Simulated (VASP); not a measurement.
Wanted: the native input for a VASP 6.6.1 run.

```yaml
Task: single point
Functional: PBE
Potentials_or_basis: VASP PAW PBE potentials, release 64 (Rh_pv)
Cutoff: 520 eV
k_mesh: 8 × 6 × 6
Occupations: gaussian, width 0.2 eV
Spin: no spin polarisation
Dipole_correction: no
Further_INCAR_settings: ALGO = Fast; EDIFF = 1e-07; NBANDS = 38
```

The structure of Rh lies in POSCAR:

```
Rh
1.0
    1.9165339519      1.9165632077     -0.0005833571
    1.9142367019     -1.9154378019      3.8331475194
    1.9157600927     -1.9146451830     -3.8334807322
Rh
4
Direct
    0.0000415747      0.0000442900     -0.0000332962
    0.4999875977      0.5000203342      1.0000140650
    0.4999361059      0.0000091067      0.4999602019
    0.0000347216      0.4999262690      0.5000590293
```

These files were run (other wordings do the same):

INCAR

```
SYSTEM = Rh
PREC     = Accurate       ! precision mode
ENCUT    = 520            ! plane-wave cutoff, eV
EDIFF    = 1E-7           ! SCF threshold, eV
ISMEAR   = 0              ! smearing method
SIGMA    = 0.2            ! smearing width, eV
LREAL    = .FALSE.        ! projectors in reciprocal space
LASPH    = .TRUE.         ! aspherical terms in the spheres
NELM     = 80             ! most SCF steps
ALGO     = Fast           ! electronic algorithm
ISIF     = 2              ! what is computed and relaxed
LWAVE    = .FALSE.        ! write WAVECAR
LCHARG   = .FALSE.        ! write CHGCAR
GGA      = PE             ! functional
NBANDS   = 38             ! bands
```

KPOINTS

```
Automatic mesh
0
G
  8 6 6
  0 0 0
```

Potentials or basis: VASP PAW PBE potentials, release 64 (Rh_pv).

Command:

```bash
$ cat potpaw_PBE.64/Rh_pv/POTCAR > POTCAR
$ mpirun -np 1 vasp_std > vasp.out
```

Results of the run:

- Pressure: 0.0 GPa
- Largest force: 0.006 eV/Å
- Band gap on the k mesh: zero (bands 30 and 31 overlap by 1.88 eV)

It took 6.7 min on 1 thread of Intel Xeon 8259CL, with other jobs on the host, peak memory 0.33 GiB.
